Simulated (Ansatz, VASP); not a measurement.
## BeS in VASP and in Ansatz

File INCAR:

```
SYSTEM = BeS
PREC = Accurate ; ENCUT = 520
EDIFF = 1E-6 ; ISMEAR = 0
SIGMA = 0.05 ; LREAL = .FALSE.
LASPH = .TRUE. ; NELM = 60
ALGO = Normal ; ISIF = 2
LWAVE = .FALSE. ; LCHARG = .FALSE.
GGA = PS ; NBANDS = 11
```

Contents of KPOINTS:

```
regular mesh
0
G
  10 10 10
  0 0 0
```

POSCAR

```
BeS
1.0
    0.0000000000      2.4588970187      2.5391336418
    2.5391336418      0.0000000000      2.5391336418
    2.5391336418      2.4588970187      0.0000000000
Be S
1 1
Direct
    0.0000000000      0.0000000000      0.0000000000
    0.7500000000      0.7500000000      0.7500000000
```

Input for Ansatz:

```yaml
crystal:
  lattice:
    - [0.0, 2.4588970187, 2.5391336418]
    - [2.5391336418, 0.0, 2.5391336418]
    - [2.5391336418, 2.4588970187, 0.0]
  atoms:
    - { symbol: Be, position: [0.0, 0.0, 0.0] }
    - { symbol: S, position: [0.75, 0.75, 0.75] }
basis:
  ecutwfc: 520.0
kpoints:
  mp_grid: { grid: [10, 10, 10] }
hamiltonian:
  xc: pbesol
scf:
  occupations: { method: gaussian, width: 0.05 }
output:
  forces: true
  stress: true
  eigenvalues: true
  write_density: true
  write_potential: true
  elf: true
  volumetric_format: npy
```

Alike in both runs: task single point; functional PBEsol; k mesh 10 × 10 × 10; occupations gaussian, width 0.05 eV; no spin polarisation.

|  | VASP | Ansatz |
| --- | --- | --- |
| version | VASP 6.6.1 | Ansatz 0.2.0 |
| potentials or method | VASP PAW PBE potentials, release 64 (Be, S), cutoff 520 eV | scalar-relativistic, plane waves, PAW |
| valence electrons in the cell | 8 | 8 |

Ansatz gave:

```
gap on the k mesh at the Fermi level (eV)                     : 2.90
least direct gap on the mesh (eV)                             : 4.76
pressure (GPa)                                                : -8.9
traceless stress, the component that is largest in VASP (GPa) : 1.80
```

**Question.** What did VASP give for the same quantities?

**Answer.** gap on the k mesh at the Fermi level (eV): 2.91; least direct gap on the mesh (eV): 4.76; pressure (GPa): -8.8; traceless stress, the component that is largest in VASP (GPa): 1.79.

VASP's potentials were made for PBE, not for PBEsol.
